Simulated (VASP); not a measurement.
Set up this calculation in VASP 6.6.1, as the native input.

| Property | Result |
| --- | --- |
| Task | single point |
| Functional | PBE |
| Potentials or basis | VASP PAW PBE potentials, release 64 (Eu, S) |
| Cutoff | 600 eV |
| k mesh | 7 × 7 × 7 |
| Occupations | fermi-dirac, width 0.1 eV |
| Spin | collinear spin, ferromagnetic start |
| Starting moments | [7.0, 0.0] μB |
| Dipole correction | no |
| Further INCAR settings | ALGO = Normal; EDIFF = 1e-06; NBANDS = 22 |

The structure of EuS lies in POSCAR:

```
EuS
1.0
    0.0000000000      2.9785000000      2.9785000000
    2.9785000000      0.0000000000      2.9785000000
    2.9785000000      2.9785000000      0.0000000000
Eu S
1 1
Direct
    0.0000000000      0.0000000000      0.0000000000
    0.5000000000      0.5000000000      0.5000000000
```

These files were run (other wordings do the same):

INCAR

```
SYSTEM = EuS
ALGO = Normal
EDIFF = 1E-6
ENCUT = 600
GGA = PE
GGA_COMPAT = .FALSE.
ISIF = 2
ISMEAR = -1
ISPIN = 2
LASPH = .TRUE.
LCHARG = .FALSE.
LMAXMIX = 6
LORBIT = 11
LREAL = .FALSE.
LWAVE = .FALSE.
MAGMOM = 7 0
NBANDS = 22
NELM = 200
PREC = Accurate
SIGMA = 0.1
```

KPOINTS

```
k-points
0
G
  7 7 7
  0 0 0
```

Potentials or basis: VASP PAW PBE potentials, release 64 (Eu, S).

Run with:

```bash
$ cat potpaw_PBE.64/Eu/POTCAR potpaw_PBE.64/S/POTCAR > POTCAR
$ mpirun -np 1 vasp_std > vasp.out
```

It gave:

```json
{
 "Pressure": "-2.9 GPa",
 "Net moment": "6.96 μB per cell",
 "Site moments": "Eu +6.58; S -0.07 μB",
 "Valence electrons inside the program's atomic spheres": "Eu 14.73; S 3.75"
}
```

Caveat: a cell with one magnetic atom can't hold antiferromagnetic order, which such compounds often take.

Wall time 55 s on 1 thread of Intel(R) Xeon(R) 6975P-C (Granite Rapids), on a shared host, peak memory 0.27 GiB.
